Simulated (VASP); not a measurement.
# CuF (P6_3mc) in VASP: a series of runs

CuF is run at these levels: PBE; tasks: single point.

All numbers are computed with VASP 6.6.1; they aren't measurements. Logs are shortened: lines on timing, memory, paths and dates and some standing lists are left out, and cuts for length are marked.

## Step 1: The cell of the first run

The structure is hexagonal, space group P6_3mc (No. 186). Conventional cell: a = 2.790 Å, b = 2.790 Å, c = 6.721 Å, α = 90.00°, β = 90.00°, γ = 120.00°. Within 2.5 Å of Cu (site symmetry 3m) lie 4 F at 1.90 to 2.17 Å. F (site symmetry 3m) has 4 Cu at 1.90 to 2.17 Å within 2.5 Å.

## Step 2: Single point, PBE

Contents of INCAR:

```
PREC = Accurate ; ENCUT = 520
EDIFF = 1E-6 ; ISMEAR = -1
SIGMA = 0.02 ; LREAL = F
LASPH = T ; NELM = 60
ALGO = Normal ; ISIF = 2
LWAVE = F ; LCHARG = F
GGA = PE ; NBANDS = 26
```

Contents of KPOINTS:

```
Automatic mesh
0
Gamma
  9 9 4
```

Contents of POSCAR:

```
CuF
1.0
    2.7897758173      0.0000000000      0.0000000000
   -1.3948879087      2.4160167287      0.0000000000
    0.0000000000      0.0000000000      6.7211226191
Cu F
2 2
Direct
    0.3333333333      0.6666666667      0.0459865616
    0.6666666667      0.3333333333      0.5459865616
    0.3333333333      0.6666666667      0.3290134384
    0.6666666667      0.3333333333      0.8290134384
```

Potentials or basis: VASP PAW PBE potentials, release 64 (Cu, F).

Started as:

```sh
cat potpaw_PBE.64/Cu/POTCAR potpaw_PBE.64/F/POTCAR > POTCAR
mpirun -np 1 vasp_std > vasp.out
```

OUTCAR:

```text
PREC = Accurate
   ENCUT = 520
   EDIFF = 1E-6
   ISMEAR = -1
   LREAL = F
   LASPH = T
   NELM = 60
   ISIF = 2
   GGA = PE

 ion  position               nearest neighbor table
   1  0.333  0.667  0.046-   3 1.90   4 2.17   4 2.17   4 2.17
   2  0.667  0.333  0.546-   4 1.90   3 2.17   3 2.17   3 2.17
   3  0.333  0.667  0.329-   1 1.90   2 2.17   2 2.17   2 2.17
   4  0.667  0.333  0.829-   2 1.90   1 2.17   1 2.17   1 2.17

  LATTYP: Found a hexagonal cell.
 ALAT       =     2.7897758173
 C/A-ratio  =     2.4091981074

  Lattice vectors:

 A1 = (   2.7897758173,   0.0000000000,   0.0000000000)
 A2 = (  -1.3948879087,   2.4160167287,   0.0000000000)
 A3 = (   0.0000000000,   0.0000000000,   6.7211226191)

Analysis of symmetry for initial positions (statically):
=====================================================================
 Subroutine PRICEL returns:
 Original cell was already a primitive cell.

 Routine SETGRP: Setting up the symmetry group for a
 hexagonal supercell.

 Subroutine GETGRP returns: Found 12 space group operations
 (whereof  6 operations were pure point group operations)
 out of a pool of 24 trial point group operations.

The static configuration has the point symmetry C_3v.
 The point group associated with its full space group is C_6v.

Analysis of symmetry for dynamics (positions and initial velocities):
=====================================================================
 Subroutine PRICEL returns:
 Original cell was already a primitive cell.

 Routine SETGRP: Setting up the symmetry group for a
 hexagonal supercell.

 Subroutine GETGRP returns: Found 12 space group operations
 (whereof  6 operations were pure point group operations)
 out of a pool of 24 trial point group operations.

The dynamic configuration has the point symmetry C_3v.
 The point group associated with its full space group is C_6v.

 Subroutine INISYM returns: Found 12 space group operations
 (whereof  6 operations are pure point group operations),
 and found     1 'primitive' translations

----------------------------------------------------------------------------------------

                                     Primitive cell

  volume of cell :      45.3013

  direct lattice vectors                    reciprocal lattice vectors
     2.789775817  0.000000000  0.000000000     0.358451741  0.206952209  0.000000000
    -1.394887909  2.416016729  0.000000000     0.000000000  0.413904419  0.000000000
     0.000000000  0.000000000  6.721122619     0.000000000  0.000000000  0.148784668

  length of vectors
     2.789775817  2.789775817  6.721122619     0.413904419  0.413904419  0.148784668

  position of ions in fractional coordinates (direct lattice)
     0.333333333  0.666666667  0.045986562
     0.666666667  0.333333333  0.545986562
     0.333333333  0.666666667  0.329013438
     0.666666667  0.333333333  0.829013438

  ion indices of the primitive-cell ions
   primitive index   ion index
                 1           1
                 2           2
                 3           3
                 4           4

----------------------------------------------------------------------------------------

 KPOINTS: Automatic mesh

Automatic generation of k-mesh.
 Grid dimensions read from file:
 generate k-points for:    9    9    4

 Generating k-lattice:

  Cartesian coordinates                     Fractional coordinates (reciprocal lattice)
     0.039827971  0.022994690  0.000000000     0.111111111  0.000000000  0.000000000
     0.000000000  0.045989380  0.000000000     0.000000000  0.111111111  0.000000000
     0.000000000  0.000000000  0.037196167     0.000000000  0.000000000  0.250000000

  Length of vectors
     0.045989380  0.045989380  0.037196167

  Shift w.r.t. Gamma in fractional coordinates (k-lattice)
     0.000000000  0.000000000  0.000000000

 Subroutine IBZKPT returns following result:
 ===========================================

 Found     36 irreducible k-points:

 Following reciprocal coordinates:
            Coordinates               Weight
  0.000000  0.000000  0.000000      1.000000
  0.111111  0.000000  0.000000      6.000000
  0.222222  0.000000  0.000000      6.000000
  0.333333 -0.000000  0.000000      6.000000
  0.444444  0.000000  0.000000      6.000000
  0.111111  0.111111  0.000000      6.000000
[... 16 lines left out ...]
  0.333333  0.222222  0.250000     24.000000
  0.333333  0.333333  0.250000      4.000000
 [... further k-points ...]
   k-points           NKPTS =     36   k-points in BZ     NKDIM =     36   number of bands    NBANDS=     26
   number of dos      NEDOS =    301   number of ions     NIONS =      4
   total plane-waves  NPLWV =  28800
   dimension x,y,z NGX =    24 NGY =   24 NGZ =   50
   dimension x,y,z NGXF=    48 NGYF=   48 NGZF=  100
   ions per type =               2   2
   NGX,Y,Z   is equivalent  to a cutoff of  14.30, 14.30, 12.37 a.u.
   NGXF,Y,Z  is equivalent  to a cutoff of  28.60, 28.60, 24.73 a.u.
 SYSTEM =  unknown system
   PREC   = accura    normal or accurate (medium, high low for compatibility)
   ISTART =      0    job   : 0-new  1-cont  2-samecut
   ICHARG =      2    charge: 1-file 2-atom 10-const
   ISPIN  =      1    spin polarized calculation?
   LNONCOLLINEAR =      F non collinear calculations
   LSORBIT =      F    spin-orbit coupling
   LASPH  =      T    aspherical Exc in radial PAW
   ENCUT  =  520.0 eV  38.22 Ry    6.18 a.u.   5.19  5.19 12.50*2*pi/ulx,y,z
   NELM   =     60;   NELMIN=  2; NELMDL= -5     # of ELM steps
   EDIFF  = 0.1E-05   stopping-criterion for ELM
   LREAL  =      F    real-space projection
   EDIFFG = 0.1E-04   stopping-criterion for IOM
   NSW    =      0    number of steps for IOM
   IBRION =     -1    ionic relax: 0-MD 1-quasi-New 2-CG
   NFREE  =      0    steps in history (QN), initial steepest desc. (CG)
   ISIF   =      2    stress and relaxation
   ISYM   =      2    0-nonsym 1-usesym 2-fastsym
   POTIM  = 0.5000    time-step for ionic-motion
   TEBEG  =    0.0;   TEEND  =   0.0 temperature during run
   PSTRESS=    0.0 pullay stress
   NELECT =      36.0000    total number of electrons
   NUPDOWN=      -1.0000    fix difference up-down
   EMIN   =  10.00;   EMAX   =-10.00  energy-range for DOS
   EFERMI =   0.00;   METHOD = LEGACY
   ISMEAR =    -1;   SIGMA  =   0.02  broadening in eV -4-tet -1-fermi 0-gaus
   EFERMI_NEDOS =   21; number of points for ismear=-14 and -15
   IALGO  =     38    algorithm
   IMIX   =      4    mixing-type and parameters
     AMIX     =   0.40;   BMIX     =  1.00
     AMIX_MAG =   1.60;   BMIX_MAG =  1.00
  volume/ion in A,a.u.               =      11.33        76.43
  Fermi-wavevector in a.u.,A,eV,Ry     =   1.516370  2.865525 31.284955  2.299379
  Thomas-Fermi vector in A             =   2.625769
   LORBIT       =      0    0 simple, 1 ext, 2 COOP (PROOUT), +10 PAW based schemes
   GGA     = PE    functional components
   LHFCALC =     F    Hartree Fock is set to
   AEXX    =    0.0000 exact exchange contribution
   IVDW    =     0    specifies the selected vdW correction
   LEPSILON=     F    determine dielectric tensor
   LRPA    =     F    only Hartree local field effects (RPA)
 non-spin polarized calculation
  energy-cutoff  :      520.00
  volume of cell :       45.30
 maximum number of plane-waves:      1237
 NGX is ok and might be reduce to    24
   NGX = 11   NGY = 11   NGZ = 25

 number of electron      35.9999974 magnetization

 Free energy of the ion-electron system (eV)
  ---------------------------------------------------
  ext. energy  EPLUGINS =         0.00000000
  ---------------------------------------------------
  free energy    TOTEN  =       -14.66675906 eV

  energy without entropy =      -14.66660707  energy(sigma->0) =      -14.66668307

 E-fermi :   4.0426     XC(G=0): -11.1697

 val. band max:        3.9370470211   @ k =   0.3333   0.1111   0.0000
 cond. band min:       4.0815218003   @ k =   0.0000   0.0000   0.0000
 fundamental gap:      0.1444747792
 Fermi energy:         4.0426396232

 k-point     1 :       0.0000    0.0000    0.0000
  band No.  band energies     occupation
      1     -20.1962      2.00000
      2     -20.0526      2.00000
      3      -4.1451      2.00000
      4      -2.7030      2.00000
      5      -0.3566      2.00000
      6      -0.3566      2.00000
[... 18 lines left out ...]
     25      23.7400      0.00000
     26      24.3534      0.00000

 k-point     2 :       0.1111    0.0000    0.0000
  band No.  band energies     occupation
      1     -20.1374      2.00000
      2     -20.0024      2.00000
      3      -3.9818      2.00000
      4      -2.6535      2.00000
      5      -0.8440      2.00000
      6      -0.4403      2.00000
[... 18 lines left out ...]
     25      22.0939      0.00000
     26      22.8609      0.00000

 k-point     3 :       0.2222    0.0000    0.0000
  band No.  band energies     occupation
      1     -19.9850      2.00000
      2     -19.8743      2.00000
      3      -3.5636      2.00000
      4      -2.5416      2.00000
      5      -1.6554      2.00000
      6      -1.2456      2.00000
[... 18 lines left out ...]
     25      19.0618      0.00000
     26      20.8964      0.00000

 k-point     4 :       0.3333   -0.0000    0.0000
  band No.  band energies     occupation
      1     -19.8038      2.00000
      2     -19.7261      2.00000
      3      -3.0960      2.00000
      4      -2.5293      2.00000
      5      -2.2638      2.00000
      6      -2.0352      2.00000
[... 18 lines left out ...]
     25      19.0570      0.00000
     26      19.7659      0.00000
[... 496 lines left out ...]
      1     -19.7126      2.00000
      2     -19.6703      2.00000
      3      -2.8604      2.00000
      4      -2.6030      2.00000
      5      -2.1433      2.00000
      6      -2.0928      2.00000
[... 18 lines left out ...]
     25      15.8834      0.00000
     26      18.3429      0.00000

 k-point    23 :       0.3333    0.2222    0.2500
  band No.  band energies     occupation
      1     -19.6164      2.00000
      2     -19.5958      2.00000
      3      -2.6778      2.00000
      4      -2.6003      2.00000
      5      -2.2236      2.00000
      6      -2.2004      2.00000
[... 18 lines left out ...]
     25      17.1587      0.00000
     26      18.7077      0.00000

 k-point    24 :       0.3333    0.3333    0.2500
  band No.  band energies     occupation
      1     -19.5763      2.00000
      2     -19.5763      2.00000
      3      -2.5332      2.00000
      4      -2.5332      2.00000
      5      -2.0678      2.00000
      6      -1.9158      2.00000
[... 18 lines left out ...]
     25      18.1449      0.00000
     26      18.9010      0.00000

 [... further k-points ...]

------------------------ aborting loop because EDIFF is reached ----------------------------------------

  FORCE on cell =-STRESS in cart. coord.  units (eV):
  Direction    XX          YY          ZZ          XY          YZ          ZX
  --------------------------------------------------------------------------------------
  -------------------------------------------------------------------------------------
  Total        1.2393450      1.2393450      2.5535475     -0.0000000      0.0000000      0.0000000
  in kB       43.8320465     43.8320465     90.3115852     -0.0000000      0.0000000      0.0000000
  external PRESSURE =      59.3252261 kB  Pullay stress =       0.0000000 kB

 VOLUME and BASIS-vectors are now :
 -----------------------------------------------------------------------------
  energy-cutoff  :      520.00
  volume of cell :       45.30
      direct lattice vectors                 reciprocal lattice vectors
     2.789775817  0.000000000  0.000000000     0.358451741  0.206952209  0.000000000
    -1.394887909  2.416016729  0.000000000     0.000000000  0.413904419  0.000000000
     0.000000000  0.000000000  6.721122619     0.000000000  0.000000000  0.148784668

 POSITION                                       TOTAL-FORCE (eV/Angst)
 -----------------------------------------------------------------------------------
     -0.00000      1.61068      0.30908        -0.000000     -0.000000     -0.032629
      1.39489      0.80534      3.66964         0.000000      0.000000     -0.032629
     -0.00000      1.61068      2.21134        -0.000000      0.000000      0.032629
      1.39489      0.80534      5.57190         0.000000     -0.000000      0.032629
 -----------------------------------------------------------------------------------
    total drift:                                0.000000      0.000001      0.000412

  FREE ENERGIE OF THE ION-ELECTRON SYSTEM (eV)
  ---------------------------------------------------
  free  energy   TOTEN  =       -14.6667590621 eV

  energy  without entropy=      -14.6666070712  energy(sigma->0) =      -14.66668307
```

Wall time 38 s (1 thread of Intel Xeon 8259CL, shared host); peak memory 0.19 GiB.

Results:

```yaml
Free_energy: -14.6668 eV
Pressure: 5.9 GPa
Largest_force: 0.033 eV/Å
Band_gap_on_the_k_mesh: 0.14 eV (least direct gap 0.47 eV)
```

Forces in eV/Å, atoms in the order of the input:
```
Cu   0.000  0.000 -0.033
Cu   0.000  0.000 -0.033
F    0.000  0.000  0.033
F    0.000  0.000  0.033
```

Caveat: the cell stands under pressure; an odd mesh through Γ misses points on the zone boundary, where band edges can lie.

(Continued in part 2 of 2.)
